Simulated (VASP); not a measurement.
## CdS: single point with PBE

Crystal: CdS.

```
Cd S
1.0
     3.84104    0.00000    0.00000
    -1.92052    3.32644    0.00000
     0.00000    0.00000    6.44527
Cd S
2 2
Direct
  0.00000 0.00000 0.00000
  0.00000 0.00000 0.50000
  0.33333 0.66667 0.25000
  0.66667 0.33333 0.75000
```

- Program: VASP 6.6.1
- Task: single point
- Functional: PBE
- Potentials or basis: VASP PAW PBE potentials, release 64 (Cd, S)
- Cutoff: 520 eV
- k mesh: 12 × 12 × 4
- Occupations: gaussian, width 0.01 eV
- Spin: no spin polarisation
- Dipole correction: no
- Further INCAR settings: ALGO = Normal; EDIFF = 1e-06; NBANDS = 26

- Pressure: 2.2 GPa
- Band gap on the k mesh: 0.64 eV

Stress tensor (GPa, compression positive):
```
2.21 0.00 0.00
0.00 2.21 0.00
0.00 0.00 2.10
```

Levels at points of the mesh, in eV from the valence-band top:
```
           k point  band 15  band 16  band 17  band 18  band 19  band 20  band 21  band 22
(0.00, 0.00, 0.00)    -0.76    -0.76     0.00     0.00     0.64     3.45     6.75     6.75
(0.50, 0.00, 0.00)    -3.10    -2.08    -1.50    -0.05     2.54     3.77     3.80     5.92
(0.00, 0.00, 0.50)    -0.36    -0.36    -0.36    -0.36     3.06     3.06     6.80     6.80
(0.50, 0.00, 0.50)    -1.34    -1.34    -1.18    -1.18     2.10     2.10     5.90     5.90
```

Wall time 110 s on 1 thread of Intel Xeon 8259CL (shared host), peak memory 0.25 GiB.

A k mesh can miss the band edges.
